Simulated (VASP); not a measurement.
# Si (P1) in VASP: notebook, part 2 of 2

VASP 6.6.1.

## Step 4: Single point, HSE06

Input file POSCAR:

```
Si
1.0
   10.8600000000      0.0000000000      0.0000000000
    0.0000000000      5.4300000000      0.0000000000
    0.0000000000      0.0000000000      5.4300000000
Si
15
Direct
    0.0005740000      0.9966860000      0.9921590000
    0.0028620000      0.5036580000      0.5014090000
    0.2539240000      0.0032970000      0.4986950000
    0.1204690000      0.2497770000      0.2512250000
    0.1247400000      0.7467910000      0.7517610000
    0.3744750000      0.2449760000      0.7545420000
    0.3679700000      0.7566100000      0.2540310000
    0.5017240000      0.9954420000      0.9968840000
    0.5043080000      0.4982360000      0.5079880000
    0.7511870000      0.9969860000      0.4993270000
    0.7489650000      0.5033010000      0.0024170000
    0.6236760000      0.2419470000      0.2570220000
    0.6274030000      0.7549770000      0.7402560000
    0.8762100000      0.2501360000      0.7411620000
    0.8705500000      0.7615670000      0.2525200000
```

Input file INCAR.step1:

```
  PREC = Accurate
  ENCUT = 400
  EDIFF = 1E-5
  ISMEAR = 0
  SIGMA = 0.01
  LREAL = F
  LASPH = T
  NELM = 120
  ALGO = Normal
  ISIF = 2
  LWAVE = T
  NBANDS = 43
  GGA = PE
  NELECT = 58.0
  GGA_COMPAT = F
```

Input file INCAR.step2:

```
  PREC = Accurate
  ENCUT = 400
  EDIFF = 1E-6
  ISMEAR = 0
  SIGMA = 0.01
  LREAL = F
  LASPH = T
  NELM = 120
  ALGO = Normal
  ISIF = 2
  LWAVE = F
  LCHARG = T
  GGA = PE
  LHFCALC = T
  HFSCREEN = 0.2079
  PRECFOCK = Fast
  LELF = T
  LVHAR = T
  NBANDS = 43
  ISTART = 1
  NELECT = 58.0
  GGA_COMPAT = F
```

Input file KPOINTS:

```
Automatic mesh
0
Gamma
  1 1 1
```

Potentials or basis: VASP PAW PBE potentials, release 64 (Si).

Run with:

```bash
> cat potpaw_PBE.64/Si/POTCAR > POTCAR
> cp INCAR.step1 INCAR
> mpirun -np 1 vasp_gam > vasp.out
> cp INCAR.step2 INCAR
> mpirun -np 1 vasp_gam > vasp.out
```

OUTCAR:

```text
PREC = Accurate
   ENCUT = 400
   EDIFF = 1E-6
   ISMEAR = 0
   LREAL = F
   LASPH = T
   NELM = 120
   ISIF = 2
   GGA = PE
   LHFCALC = T
   HFSCREEN = 0.2079
   PRECFOCK = Fast
   ISTART = 1
   NELECT = 58.0

 ion  position               nearest neighbor table
   1  0.001  0.997  0.992-   5 2.32   4 2.36  14 2.36  15 2.37
   2  0.003  0.504  0.501-   5 2.31   4 2.32  14 2.34  15 2.42
   3  0.254  0.003  0.499-   7 2.26   6 2.32   4 2.39   5 2.41
   4  0.120  0.250  0.251-   2 2.32   1 2.36   3 2.39
   5  0.125  0.747  0.752-   2 2.31   1 2.32   3 2.41
   6  0.374  0.245  0.755-   3 2.32   8 2.34   9 2.38
   7  0.368  0.757  0.254-   3 2.26   8 2.40   9 2.46
   8  0.502  0.995  0.997-   6 2.34  13 2.35  12 2.35   7 2.40
   9  0.504  0.498  0.508-  13 2.31  12 2.34   6 2.38   7 2.46
  10  0.751  0.997  0.499-  15 2.26  13 2.29  12 2.33  14 2.34
  11  0.749  0.503  0.002-  15 2.36  13 2.37  12 2.40  14 2.41
  12  0.624  0.242  0.257-  10 2.33   9 2.34   8 2.35  11 2.40
  13  0.627  0.755  0.740-  10 2.29   9 2.31   8 2.35  11 2.37
  14  0.876  0.250  0.741-  10 2.34   2 2.34   1 2.36  11 2.41
  15  0.871  0.762  0.253-  10 2.26  11 2.36   1 2.37   2 2.42

  LATTYP: Found a simple tetragonal cell.
 ALAT       =     5.4300000000
 C/A-ratio  =     2.0000000000

  Lattice vectors:

 A1 = (   0.0000000000,   5.4300000000,   0.0000000000)
 A2 = (   0.0000000000,   0.0000000000,   5.4300000000)
 A3 = (  10.8600000000,   0.0000000000,   0.0000000000)

Analysis of symmetry for initial positions (statically):
=====================================================================
 Subroutine PRICEL returns:
 Original cell was already a primitive cell.

 Routine SETGRP: Setting up the symmetry group for a
 simple tetragonal supercell.

 Subroutine GETGRP returns: Found  1 space group operations
 (whereof  1 operations were pure point group operations)
 out of a pool of 16 trial point group operations.

The static configuration has the point symmetry C_1 .

Analysis of symmetry for dynamics (positions and initial velocities):
=====================================================================
 Subroutine PRICEL returns:
 Original cell was already a primitive cell.

 Routine SETGRP: Setting up the symmetry group for a
 simple tetragonal supercell.

 Subroutine GETGRP returns: Found  1 space group operations
 (whereof  1 operations were pure point group operations)
 out of a pool of 16 trial point group operations.

The dynamic configuration has the point symmetry C_1 .

 Subroutine INISYM returns: Found  1 space group operations
 (whereof  1 operations are pure point group operations),
 and found     1 'primitive' translations

----------------------------------------------------------------------------------------

                                     Primitive cell

  volume of cell :     320.2060

[... 81 lines left out ...]
   PREC   = accura    normal or accurate (medium, high low for compatibility)
   ISTART =      1    job   : 0-new  1-cont  2-samecut
   ICHARG =      0    charge: 1-file 2-atom 10-const
   ISPIN  =      1    spin polarized calculation?
   LNONCOLLINEAR =      F non collinear calculations
   LSORBIT =      F    spin-orbit coupling
   LASPH  =      T    aspherical Exc in radial PAW
   ENCUT  =  400.0 eV  29.40 Ry    5.42 a.u.  17.71  8.85  8.85*2*pi/ulx,y,z
   NELM   =    120;   NELMIN=  2; NELMDL=  0     # of ELM steps
   EDIFF  = 0.1E-05   stopping-criterion for ELM
   LREAL  =      F    real-space projection
   EDIFFG = 0.1E-04   stopping-criterion for IOM
   NSW    =      0    number of steps for IOM
   IBRION =     -1    ionic relax: 0-MD 1-quasi-New 2-CG
   NFREE  =      0    steps in history (QN), initial steepest desc. (CG)
   ISIF   =      2    stress and relaxation
   ISYM   =      3    0-nonsym 1-usesym 2-fastsym
   POTIM  = 0.5000    time-step for ionic-motion
   TEBEG  =    0.0;   TEEND  =   0.0 temperature during run
   PSTRESS=    0.0 pullay stress
   NELECT =      58.0000    total number of electrons
   NUPDOWN=      -1.0000    fix difference up-down
   EMIN   =  10.00;   EMAX   =-10.00  energy-range for DOS
   EFERMI =   0.00;   METHOD = LEGACY
   ISMEAR =     0;   SIGMA  =   0.01  broadening in eV -4-tet -1-fermi 0-gaus
   EFERMI_NEDOS =   21; number of points for ismear=-14 and -15
   IALGO  =     38    algorithm
   IMIX   =      1    mixing-type and parameters
     AMIX     =   0.40;   BMIX     =  1.00
     AMIX_MAG =   1.60;   BMIX_MAG =  1.00
  volume/ion in A,a.u.               =      21.35       144.06
  Fermi-wavevector in a.u.,A,eV,Ry     =   0.926277  1.750410 11.673657  0.857990
  Thomas-Fermi vector in A             =   2.052222
   LORBIT       =      0    0 simple, 1 ext, 2 COOP (PROOUT), +10 PAW based schemes
   GGA     = PE    functional components
   LHFCALC =     T    Hartree Fock is set to
   PRECFOCK=fast      Normal, Fast or Accurate (Low or Medium for compatibility)
   ENCUT4O =  -1.0   cutoff for four orbital integrals eV
   NKREDX  =     1    reduce k-point grid by
   NKREDY  =     1    reduce k-point grid by
   NKREDZ  =     1    reduce k-point grid by
   AEXX    =    0.2500 exact exchange contribution
   HFSCREEN=    0.2079 screening length (either q_TF or 0.3 A-1)
   HFSCREENC=   0.2079 screening length for correlation (either q_TF or 0.3 A-1)
   ENCUTFOCK=  -1.0 apply spherical cutoff to Coloumb kernel
   IVDW    =     0    specifies the selected vdW correction
   LEPSILON=     F    determine dielectric tensor
   LRPA    =     F    only Hartree local field effects (RPA)
 non-spin polarized calculation
 Gauss-broadening in eV      SIGMA  =   0.01
  energy-cutoff  :      400.00
  volume of cell :      320.21
 maximum number of plane-waves:      2926
 NGX is ok and might be reduce to    70
  NGX = 36; NGY = 18; NGZ = 18

 number of electron      57.9999999 magnetization

 Free energy of the ion-electron system (eV)
  ---------------------------------------------------
  ext. energy  EPLUGINS =         0.00000000
  ---------------------------------------------------
  free energy    TOTEN  =       -98.07768387 eV

  energy without entropy =      -98.07768387  energy(sigma->0) =      -98.07768387

 E-fermi :   4.0972     XC(G=0):  -7.5268

 val. band max:        4.0129497880   @ k =   0.0000   0.0000   0.0000
 cond. band min:       6.1039071701   @ k =   0.0000   0.0000   0.0000
 fundamental gap:      2.0909573821
 Fermi energy:         4.0971516478

 k-point     1 :       0.0000    0.0000    0.0000
  band No.  band energies     occupation
      1      -8.1232      2.00000
      2      -6.9963      2.00000
      3      -6.7062      2.00000
      4      -3.9362      2.00000
      5      -3.7516      2.00000
      6      -3.7177      2.00000
[... 33 lines left out ...]
     40       7.6053      0.00000
     41       8.7304      0.00000
 [bands above 41 left out]

------------------------ aborting loop because EDIFF is reached ----------------------------------------

  FORCE on cell =-STRESS in cart. coord.  units (eV):
  Direction    XX          YY          ZZ          XY          YZ          ZX
  --------------------------------------------------------------------------------------
  -------------------------------------------------------------------------------------
  Total      -39.1317225     -7.3978694     -7.6134913     -0.4364685      2.7807273     -1.1055088
  in kB     -195.7988167    -37.0158528    -38.0947348     -2.1839063     13.9135995     -5.5315049
  external PRESSURE =     -90.3031348 kB  Pullay stress =       0.0000000 kB

 VOLUME and BASIS-vectors are now :
 -----------------------------------------------------------------------------
  energy-cutoff  :      400.00
  volume of cell :      320.21
      direct lattice vectors                 reciprocal lattice vectors
    10.860000000  0.000000000  0.000000000     0.092081031  0.000000000  0.000000000
     0.000000000  5.430000000  0.000000000     0.000000000  0.184162063  0.000000000
     0.000000000  0.000000000  5.430000000     0.000000000  0.000000000  0.184162063

 POSITION                                       TOTAL-FORCE (eV/Angst)
 -----------------------------------------------------------------------------------
      0.00623      5.41200      5.38742         0.159052      0.312638      0.369229
      0.03108      2.73486      2.72265        -0.083243      0.221477     -0.311804
      2.75761      0.01790      2.70791        -1.143713      0.220875      0.367024
      1.30829      1.35629      1.36415        -0.597189     -0.445396      0.078023
      1.35468      4.05508      4.08206        -0.438386      0.378829     -0.309002
      4.06680      1.33022      4.09716         1.328824      0.168132     -0.312639
      3.99615      4.10839      1.37939         2.158595     -0.603548     -0.175869
      5.44872      5.40525      5.41308        -0.812457     -0.032342      0.384914
      5.47678      2.70542      2.75837        -1.317360     -0.005268     -0.456393
      8.15789      5.41363      2.71135        -0.120773      0.730249      0.172785
      8.13376      2.73292      0.01312         0.097915     -0.325848     -0.053591
      6.77312      1.31377      1.39563         0.120646      0.044890     -0.123413
      6.81360      4.09953      4.01959        -0.025629      0.015964      0.374538
      9.51564      1.35824      4.02451        -0.121341     -0.181907      0.112814
      9.45417      4.13531      1.37118         0.795058     -0.498744     -0.116616
 -----------------------------------------------------------------------------------
    total drift:                               -0.000036     -0.000047      0.000139

  FREE ENERGIE OF THE ION-ELECTRON SYSTEM (eV)
  ---------------------------------------------------
  free  energy   TOTEN  =       -98.0776838670 eV

  energy  without entropy=      -98.0776838670  energy(sigma->0) =      -98.07768387
```

Run time: 63 s. Hardware: 1 thread of Intel Xeon 8259CL, shared host; peak memory 0.36 GiB.

What came out:

```yaml
Free_energy: -98.0777 eV
Largest_force: 2.248 eV/Å
```

Forces in eV/Å, atoms in the order of the input:
```
Si   0.159  0.313  0.369
Si  -0.083  0.221 -0.312
Si  -1.144  0.221  0.367
Si  -0.597 -0.445  0.078
Si  -0.438  0.379 -0.309
Si   1.329  0.168 -0.313
Si   2.159 -0.604 -0.176
Si  -0.812 -0.032  0.385
Si  -1.317 -0.005 -0.456
Si  -0.121  0.730  0.173
Si   0.098 -0.326 -0.054
Si   0.121  0.045 -0.123
Si  -0.026  0.016  0.375
Si  -0.121 -0.182  0.113
Si   0.795 -0.499 -0.117
```

Caveat: the k points lie up to 1.16 Å⁻¹ apart, too coarse for converged energies, forces and pressures; the cell carries a net charge on a neutralising background, which shifts energy and pressure; the cell is charged against a uniform background, so pressure and absolute levels hang on convention; the PAW data sets were made with another functional, which shifts forces and pressure a little.

## Step 5: Single point, HSE06

POSCAR is that of step 4.

Input file INCAR.step1:

```
SYSTEM = Si
PREC = Accurate ; ENCUT = 400
EDIFF = 1E-5 ; ISMEAR = -1
SIGMA = 0.01 ; LREAL = .FALSE.
LASPH = .TRUE. ; NELM = 120
ALGO = Normal ; ISIF = 2
LWAVE = .TRUE. ; LCHARG = .FALSE.
NBANDS = 43 ; GGA = PE
NELECT = 58.0 ; GGA_COMPAT = .FALSE.
```

Input file INCAR.step2:

```
SYSTEM = Si
PREC = Accurate ; ENCUT = 400
EDIFF = 1E-6 ; ISMEAR = -1
SIGMA = 0.01 ; LREAL = .FALSE.
LASPH = .TRUE. ; NELM = 120
ALGO = Normal ; ISIF = 2
LWAVE = .FALSE. ; LCHARG = .FALSE.
GGA = PE ; LHFCALC = .TRUE.
HFSCREEN = 0.2079 ; PRECFOCK = Fast
NBANDS = 43 ; ISTART = 1
NELECT = 58.0 ; GGA_COMPAT = .FALSE.
```

Input file KPOINTS:

```
regular mesh
0
G
  1 1 1
  0 0 0
```

Run with:

```bash
> cat potpaw_PBE.64/Si/POTCAR > POTCAR
> cp INCAR.step1 INCAR
> mpirun -np 1 vasp_gam > vasp.out
> cp INCAR.step2 INCAR
> mpirun -np 1 vasp_gam > vasp.out
```

Run time: 60 s. Hardware: 1 thread of Intel Xeon 8259CL, shared host; peak memory 0.36 GiB.

The run converged. Its results:

| Item | Value |
| --- | --- |
| Free energy | -98.0777 eV |
| Largest force | 2.248 eV/Å |

Forces on the atoms (eV/Å):
```
Si   0.159  0.313  0.369
Si  -0.083  0.221 -0.312
Si  -1.144  0.221  0.367
Si  -0.597 -0.445  0.078
Si  -0.438  0.379 -0.309
Si   1.329  0.168 -0.313
Si   2.159 -0.604 -0.176
Si  -0.812 -0.032  0.385
Si  -1.317 -0.005 -0.456
Si  -0.121  0.730  0.173
Si   0.098 -0.326 -0.054
Si   0.121  0.045 -0.123
Si  -0.026  0.016  0.375
Si  -0.121 -0.182  0.113
Si   0.795 -0.499 -0.117
```

Levels at points of the mesh, in eV from the Fermi level:
| k point | band 25 | band 26 | band 27 | band 28 | band 29 | band 30 | band 31 | band 32 | band 33 | band 34 |
| --- | --- | --- | --- | --- | --- | --- | --- | --- | --- | --- |
| (0.00, 0.00, 0.00) | -1.30 | -1.20 | -1.10 | -0.41 | -0.26 | 1.83 | 2.10 | 2.23 | 2.26 | 2.39 |

Caveat: the k points lie up to 1.16 Å⁻¹ apart, too coarse for converged energies, forces and pressures; the cell carries a net charge on a neutralising background, which shifts energy and pressure; the cell is charged against a uniform background, so pressure and absolute levels hang on convention; the PAW data sets were made with another functional, which shifts forces and pressure a little.
